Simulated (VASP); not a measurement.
Wanted: the native input for a VASP 6.6.1 run.

* Task: dielectric tensor
* Functional: r2SCAN
* Potentials or basis: VASP PAW PBE potentials, release 64 (Tl_d, Cl)
* Cutoff: 440 eV
* k mesh: 6 × 6 × 6
* Occupations: gaussian, width 0.01 eV
* Spin: no spin polarisation
* Dipole correction: no
* Further INCAR settings: ALGO = Normal; EDIFF = 1e-08

The structure of TlCl lies in POSCAR:

```
TlCl
1.0
    3.8388256287      0.0000000000      0.0000000000
    0.0000000000      3.8388256287      0.0000000000
    0.0000000000      0.0000000000      3.8388256287
Tl Cl
1 1
Direct
    0.0000000000      0.0000000000      0.0000000000
    0.5000000000      0.5000000000      0.5000000000
```

The input as run:

INCAR

```
SYSTEM = TlCl
PREC     = Accurate       ! precision mode
ENCUT    = 440            ! plane-wave cutoff, eV
EDIFF    = 1E-8           ! SCF threshold, eV
ISMEAR   = 0              ! smearing method
SIGMA    = 0.01           ! smearing width, eV
LREAL    = .False.        ! projectors in reciprocal space
LASPH    = .True.         ! aspherical terms in the spheres
NELM     = 120            ! most SCF steps
ALGO     = Normal         ! electronic algorithm
ISIF     = 2              ! what is computed and relaxed
LWAVE    = .False.        ! write WAVECAR
LCHARG   = .False.        ! write CHGCAR
METAGGA  = R2SCAN         ! meta-GGA
LMIXTAU  = .True.       
LCALCEPS = .True.       
GGA_COMPAT= .False.
```

KPOINTS

```
Automatic mesh
0
Gamma
  6 6 6
  0 0 0
```

Potentials or basis: VASP PAW PBE potentials, release 64 (Tl_d, Cl).

Launch:

```bash
$ cat potpaw_PBE.64/Tl_d/POTCAR potpaw_PBE.64/Cl/POTCAR > POTCAR
$ mpirun -np 1 vasp_std > vasp.out
```

It gave:

```json
{
 "Band gap on the k mesh": "2.52 eV, direct",
 "Electronic dielectric tensor (diagonal)": "4.91",
 "Born charges (mean of the diagonal)": "Tl +1.99; Cl -1.99 e"
}
```

Caveat: spin-orbit coupling is left out, which moves the levels of the heavy elements.

Run time: 14 min on 1 thread of Intel(R) Xeon(R) 6975P-C (Granite Rapids), on a shared host, peak memory 0.25 GiB.
